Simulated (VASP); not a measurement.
# MgO2 (R-3m) in VASP: G0W0 quasiparticle levels with r2SCAN

Aim: the G0W0 quasiparticle levels of MgO2 with r2SCAN.

All numbers are computed with VASP 6.6.1; they aren't measurements. Logs are shortened: lines on timing, memory, paths and dates and some standing lists are left out, and cuts for length are marked.

### 1 The cell of the first run

It takes space group R-3m (No. 166, trigonal). Conventional cell: a = 3.157 Å, b = 3.157 Å, c = 10.386 Å, α = 90.00°, β = 90.00°, γ = 120.00°. Mg (site symmetry -3m) has 6 O at 2.08 Å within 2.7 Å. O (site symmetry 3m) has 1 O at 1.47 Å and 3 Mg at 2.08 Å within 2.1 Å.

### 2 G0W0 quasiparticle levels, r2SCAN

Contents of POSCAR:

```
MgO2
1.0
    1.5784791299      0.9113353506      3.4618981109
   -1.5784791299      0.9113353506      3.4618981109
    0.0000000000     -1.8226707011      3.4618981109
Mg O
1 2
Direct
    0.0000000000      0.0000000000      0.0000000000
    0.4291159763      0.4291159763      0.4291159763
    0.5708840237      0.5708840237      0.5708840237
```

Contents of INCAR.step1:

```
PREC = Accurate
ENCUT = 500
EDIFF = 1E-8
ISMEAR = 0
SIGMA = 0.01
LREAL = False
LASPH = True
NELM = 60
ALGO = Normal
LWAVE = True
LCHARG = False
METAGGA = R2SCAN
LMIXTAU = True
```

Contents of INCAR.step2:

```
PREC = Accurate
ENCUT = 500
EDIFF = 1E-8
ISMEAR = 0
SIGMA = 0.01
LREAL = False
LASPH = True
NELM = 1
ALGO = Exact
LWAVE = True
LCHARG = False
METAGGA = R2SCAN
LMIXTAU = True
NBANDS = 55
LOPTICS = True
ISTART = 1
```

Contents of INCAR.step3:

```
PREC = Accurate
ENCUT = 500
EDIFF = 1E-8
ISMEAR = 0
SIGMA = 0.01
LREAL = False
LASPH = True
ALGO = EVGW0
LWAVE = False
LCHARG = False
METAGGA = R2SCAN
LMIXTAU = True
NELMGW = 1
NBANDS = 55
ENCUTGW = 80.0
NOMEGA = 48
PRECFOCK = Fast
ISTART = 1
NBANDSGW = 15
```

Contents of KPOINTS:

```
regular mesh
0
Gamma
  8 8 8
```

Potentials or basis: VASP PAW PBE potentials, release 64 (Mg_GW, O_GW).

The run is started by

```bash
$ cat potpaw_PBE.64/Mg_GW/POTCAR potpaw_PBE.64/O_GW/POTCAR > POTCAR
$ cp INCAR.step1 INCAR
$ mpirun -np 1 vasp_std > vasp.out
$ cp INCAR.step2 INCAR
$ mpirun -np 1 vasp_std > vasp.out
$ cp INCAR.step3 INCAR
$ mpirun -np 1 vasp_std > vasp.out
```

OUTCAR:

```text
PREC = Accurate
   ENCUT = 500
   EDIFF = 1E-8
   ISMEAR = 0
   LREAL = False
   LASPH = True
   METAGGA = R2SCAN
   NELMGW = 1
   ENCUTGW = 80.0
   PRECFOCK = Fast
   ISTART = 1

 ion  position               nearest neighbor table
   1  0.000  0.000  0.000-   3 2.08   3 2.08   2 2.08   2 2.08   3 2.08   2 2.08
   2  0.429  0.429  0.429-   3 1.47   1 2.08   1 2.08   1 2.08
   3  0.571  0.571  0.571-   2 1.47   1 2.08   1 2.08   1 2.08

  LATTYP: Found a trigonal (rhomboedric) cell.
 ALAT       =     3.9123991380
 COS(alpha) =     0.6744472450

  Lattice vectors:

 A1 = (   1.5784791299,   0.9113353506,   3.4618981109)
 A2 = (  -1.5784791299,   0.9113353506,   3.4618981109)
 A3 = (   0.0000000000,  -1.8226707011,   3.4618981109)

Analysis of symmetry for initial positions (statically):
=====================================================================
 Subroutine PRICEL returns:
 Original cell was already a primitive cell.

 Routine SETGRP: Setting up the symmetry group for a
 trigonal (rhombohedral) supercell.

 Subroutine GETGRP returns: Found 12 space group operations
 (whereof 12 operations were pure point group operations)
 out of a pool of 12 trial point group operations.

The static configuration has the point symmetry D_3d.

Analysis of symmetry for dynamics (positions and initial velocities):
=====================================================================
 Subroutine PRICEL returns:
 Original cell was already a primitive cell.

 Routine SETGRP: Setting up the symmetry group for a
 trigonal (rhombohedral) supercell.

 Subroutine GETGRP returns: Found 12 space group operations
 (whereof 12 operations were pure point group operations)
 out of a pool of 12 trial point group operations.

The dynamic configuration has the point symmetry D_3d.

 Subroutine INISYM returns: Found 12 space group operations
 (whereof 12 operations are pure point group operations),
 and found     1 'primitive' translations

----------------------------------------------------------------------------------------
[... 101 lines left out ...]
   ISIF   =      0    stress and relaxation
   ISYM   =      3    0-nonsym 1-usesym 2-fastsym
   POTIM  = 0.5000    time-step for ionic-motion
   TEBEG  =    0.0;   TEEND  =   0.0 temperature during run
   PSTRESS=    0.0 pullay stress
   NELECT =      14.0000    total number of electrons
   NUPDOWN=      -1.0000    fix difference up-down
   EMIN   =  10.00;   EMAX   =-10.00  energy-range for DOS
   EFERMI =   0.00;   METHOD = LEGACY
   ISMEAR =     0;   SIGMA  =   0.01  broadening in eV -4-tet -1-fermi 0-gaus
   EFERMI_NEDOS =   21; number of points for ismear=-14 and -15
   IALGO  =     38    algorithm
   IMIX   =      4    mixing-type and parameters
     AMIX     =   0.40;   BMIX     =  1.00
     AMIX_MAG =   1.60;   BMIX_MAG =  1.00
  volume/ion in A,a.u.               =       9.96        67.21
  Fermi-wavevector in a.u.,A,eV,Ry     =   1.271520  2.402825 21.997409  1.616764
  Thomas-Fermi vector in A             =   2.404449
   LORBIT       =      0    0 simple, 1 ext, 2 COOP (PROOUT), +10 PAW based schemes
   METAGGA = R2SCAN    functional components
   LHFCALC =     T    Hartree Fock is set to
   PRECFOCK=fast      Normal, Fast or Accurate (Low or Medium for compatibility)
   ENCUT4O =  -1.0   cutoff for four orbital integrals eV
   NKREDX  =     1    reduce k-point grid by
   NKREDY  =     1    reduce k-point grid by
   NKREDZ  =     1    reduce k-point grid by
   AEXX    =    1.0000 exact exchange contribution
   HFSCREEN=    0.0000 screening length (either q_TF or 0.3 A-1)
   HFSCREENC=   0.0000 screening length for correlation (either q_TF or 0.3 A-1)
   ENCUTFOCK=  -1.0 apply spherical cutoff to Coloumb kernel
   IVDW    =     0    specifies the selected vdW correction
   LEPSILON=     F    determine dielectric tensor
   LRPA    =     F    only Hartree local field effects (RPA)
   LRPAFORCE           =     F    calculate RPA forces
   ENCUTGW             =  80.0    cutoff for response function in eV
   ENCUTGWSOFT         =  64.0    soft cutoff for Coulomb kernel in GW response function in eV
   ENCUTLF             =  -1.0    cutoff for local field effects
   NELMGW              =     1    number of iterations in solving QP/BSE equation
   NELMHF              =     1    number of iterations in the inner HF iteration
   NKREDLFX            =     1    NKREDLFY  =   1   NKREDLFZ  =   1
 non-spin polarized calculation
 Gauss-broadening in eV      SIGMA  =   0.01
  energy-cutoff  :      500.00
  volume of cell :       29.88
 maximum number of plane-waves:       774
 NGX is ok and might be reduce to    30
  NGX = 16; NGY = 16; NGZ = 16
   NGX = 15   NGY = 15   NGZ = 15
 maximum number of plane-waves:        53
 NGX is ok and might be reduce to    14

 QP shifts <psi_nk| G(iteration)W_0 |psi_nk>: iteration 1
 for sc-GW calculations column KS-energies equals QP-energies in previous step
 and V_xc(KS)=  KS-energies - (<T + V_ion + V_H > + <T+V_H+V_ion>^1  + <V_x>^1)

 k-point   1 :       0.0000    0.0000    0.0000
  band No.  KS-energies  QP-energies   sigma(KS)   V_xc(KS)     V^pw_x(r,r')   Z            occupation Imag(sigma)

      1     -20.0755     -21.1973     -22.3303     -20.6975     -31.3671       0.6870       2.0000       1.0717
      2     -12.8948     -14.1339     -23.6610     -21.9516     -31.2669       0.7249       2.0000       0.7353
      3      -5.2840      -6.2118     -19.0414     -17.8156     -22.6458       0.7568       2.0000       0.1867
      4      -0.9942      -1.8629     -21.1712     -20.0334     -26.2083       0.7634       2.0000       0.1494
      5      -0.9942      -1.8629     -21.1712     -20.0334     -26.2083       0.7634       2.0000       0.1494
      6       1.7236       0.7433     -21.4274     -20.1698     -25.9091       0.7796       2.0000       0.1135
      7       1.7236       0.7433     -21.4274     -20.1698     -25.9091       0.7796       2.0000       0.1135
      8       8.0930       9.1208      -8.5647      -9.7682      -5.1900       0.8540       0.0000      -0.0752
      9       8.4097      11.0564     -16.0257     -19.4811     -11.8559       0.7660       0.0000      -0.1537
     10      16.0184      17.1993      -8.2485      -9.6901      -3.7851       0.8191       0.0000      -0.2118
     11      18.0112      19.2393      -9.2370     -10.7491      -4.6329       0.8122       0.0000      -0.2466
     12      18.6397      19.6622      -6.9223      -8.1289      -2.9569       0.8474       0.0000      -0.1626
     13      18.6397      19.6622      -6.9223      -8.1289      -2.9569       0.8474       0.0000      -0.1626
[... 425 lines left out ...]
      2     -13.4300     -14.6625     -23.1111     -21.3901     -30.8179       0.7161       2.0000       0.7953
      3      -4.1995      -5.0618     -19.8285     -18.7136     -23.3219       0.7734       2.0000       0.1612
      4      -2.6661      -3.7849     -19.3789     -17.8902     -24.3519       0.7515       2.0000       0.1969
      5      -1.2570      -2.1628     -20.9435     -19.7516     -26.0046       0.7599       2.0000       0.1566
      6       1.5923       0.5707     -21.2018     -19.8908     -25.6639       0.7793       2.0000       0.1153
      7       1.7748       0.8008     -21.2660     -20.0217     -25.6279       0.7828       2.0000       0.1089
      8       7.4481       9.8657     -15.4347     -18.5148     -11.6809       0.7849       0.0000      -0.1159
      9      10.6663      12.0523      -9.7017     -11.3798      -5.9960       0.8259       0.0000      -0.1154
     10      14.9041      16.1409      -9.0666     -10.5534      -5.0912       0.8318       0.0000      -0.1494
     11      15.1073      16.2216      -7.4333      -8.7627      -3.5980       0.8382       0.0000      -0.1202
     12      19.4625      20.5570      -8.2989      -9.6570      -3.5742       0.8059       0.0000      -0.2710
     13      20.1716      21.2271      -6.9271      -8.1710      -2.8160       0.8486       0.0000      -0.2156
     14      20.4049      21.5265      -7.3038      -8.6556      -3.0072       0.8297       0.0000      -0.2311
     15      21.3447      22.6885      -8.7372     -10.3766      -4.2433       0.8197       0.0000      -0.2814

 [... further k-points ...]
```

OUTCAR.step1:

```text
PREC = Accurate
   ENCUT = 500
   EDIFF = 1E-8
   ISMEAR = 0
   LREAL = False
[... 562 lines left out ...]
      0.00000      0.00000      0.00000         0.000000     -0.000000      0.000000
      0.00000      0.00000      4.45667        -0.000000     -0.000000     -0.197567
      0.00000      0.00000      5.92903        -0.000000      0.000000      0.197567
 -----------------------------------------------------------------------------------
    total drift:                               -0.000000     -0.000000      0.000000

  FREE ENERGIE OF THE ION-ELECTRON SYSTEM (eV)
  ---------------------------------------------------
  free  energy   TOTEN  =       -21.6278968651 eV

  energy  without entropy=      -21.6278968651  energy(sigma->0) =      -21.62789687
```

Run time: 76 min. Hardware: 1 thread of Intel Xeon 8259CL, shared host; peak memory 0.99 GiB.

What came out:

```
Quasiparticle gap                                   : 6.10 eV
Least direct quasiparticle gap                      : 6.10 eV
Band gap of the starting levels on the mesh         : 3.13 eV
Least direct gap of the starting levels on the mesh : 3.13 eV
```

Caveat: bands, screening cutoff and mesh are small and nothing is extrapolated, so the quasiparticle values aren't converged.
